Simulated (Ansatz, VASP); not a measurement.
## In: VASP beside Ansatz

File INCAR:

```
  ALGO = Normal
  EDIFF = 1E-7
  ENCUT = 520
  GGA = CA
  GGA_COMPAT = False
  ISIF = 2
  ISMEAR = -1
  LASPH = True
  LCHARG = False
  LORBIT = 11
  LORBMOM = True
  LREAL = False
  LSORBIT = True
  LWAVE = False
  MAGMOM = 0 0 0
  NBANDS = 24
  NELM = 150
  PREC = Accurate
  SIGMA = 0.05
```

Contents of KPOINTS:

```
k-points
0
Gamma
  8 8 8
```

POSCAR

```
In
1.0
   -1.6254700000      1.6254700000      2.4737000000
    1.6254700000     -1.6254700000      2.4737000000
    1.6254700000      1.6254700000     -2.4737000000
In
1
Direct
    0.0000000000      0.0000000000      0.0000000000
```

input.yaml

```yaml
crystal:
  lattice:
    - [-1.62547, 1.62547, 2.4737]
    - [1.62547, -1.62547, 2.4737]
    - [1.62547, 1.62547, -2.4737]
  atoms:
    - { symbol: In, position: [0.0, 0.0, 0.0] }
hamiltonian:
  xc: lda
  pseudopotentials: { kind: paw_fr }
magnetization:
  noncollinear: true
  spin_orbit: true
kpoints:
  mp_grid: { grid: [8, 8, 8] }
  band_path:
    path:
      - [[0.0, 0.0, 0.0], [0.0, 0.0, 0.5], [-0.2158906645, 0.2158906645, 0.5], [-0.3579453323, 0.3579453323, 0.3579453323], [0.0, 0.0, 0.0], [0.5, 0.5, -0.5], [0.3579453323, 0.6420546677, -0.3579453323], [0.0, 0.5, 0.0], [0.25, 0.25, 0.25], [0.5, 0.5, -0.2158906645], [0.5, 0.5, -0.5]]
      - [[0.0, 0.0, 0.5], [0.25, 0.25, 0.25]]
    npoints: 14
scf:
  occupations: { method: fermi_dirac, width: 0.05 }
  n_extra_bands: 6
output:
  forces: true
  stress: true
  eigenvalues: true
  fatbands: false
  write_density: true
  write_potential: true
  elf: true
  volumetric_format: npy
```

Alike in both runs: functional LDA; k mesh 8 × 8 × 8; occupations fermi-dirac, width 0.05 eV; non-collinear spin, spin-orbit coupling.

|  | VASP | Ansatz |
| --- | --- | --- |
| version | VASP 6.6.1 | Ansatz 0.2.0 |
| potentials or method | VASP PAW LDA potentials, release 64 (In_d) | Ansatz PAW |
| plane-wave cutoff (eV) | 520 | 420 |
| valence electrons in the cell | 13 | 13 |
| task | single point | band structure |

Ansatz gave:

* pressure (GPa): -2.7
* traceless stress, the component that is largest in VASP (GPa): 2.35
* net moment per atom (μB): 0.00

Question: Which values does VASP return?

Answer: Pressure (GPa): -2.7; traceless stress, the component that is largest in VASP (GPa): 2.42; net moment per atom (μB): 0.00.

LDA's correlation is that of Perdew and Zunger in VASP and of Perdew and Wang (1992) in Ansatz.
